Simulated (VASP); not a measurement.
Re, 2 atoms in the cell. It takes space group P6_3/mmc (No. 194, hexagonal). The conventional cell has a = 2.761 Å, b = 2.761 Å, c = 4.458 Å, α = 90.00°, β = 90.00°, γ = 120.00°. Re (site symmetry -6m2) has 12 Re at 2.74 to 2.76 Å within 3.6 Å. 

| Property | Result |
| --- | --- |
| Program | VASP 6.6.1 |
| Task | single point |
| Functional | r2SCAN |
| Potentials or basis | VASP PAW PBE potentials, release 64 (Re) |
| Cutoff | 520 eV |
| k mesh | 8 × 8 × 5 |
| Occupations | fermi-dirac, width 0.05 eV |
| Spin | non-collinear spin, zero start, spin-orbit coupling |
| Starting moments | [[0.0, 0.0, 0.0], [0.0, 0.0, 0.0]] μB |
| Dipole correction | no |
| Further INCAR settings | ALGO = Normal; EDIFF = 1e-07; NBANDS = 26 |

Potentials or basis: VASP PAW PBE potentials, release 64 (Re).

The run is started by

```bash
$ cat potpaw_PBE.64/Re/POTCAR > POTCAR
$ cp INCAR.step1 INCAR
$ mpirun -np 1 vasp_ncl > vasp.out
$ cp INCAR.step2 INCAR
$ mpirun -np 1 vasp_ncl > vasp.out
```

Hardware: 1 thread of Intel Xeon 8259CL, on a shared host.

**Question.** How long does it take, and how much memory?

**Answer.** It took 6.1 min on 1 thread of Intel Xeon 8259CL, with other jobs on the host, peak memory 0.28 GiB. Counts: k points 30.
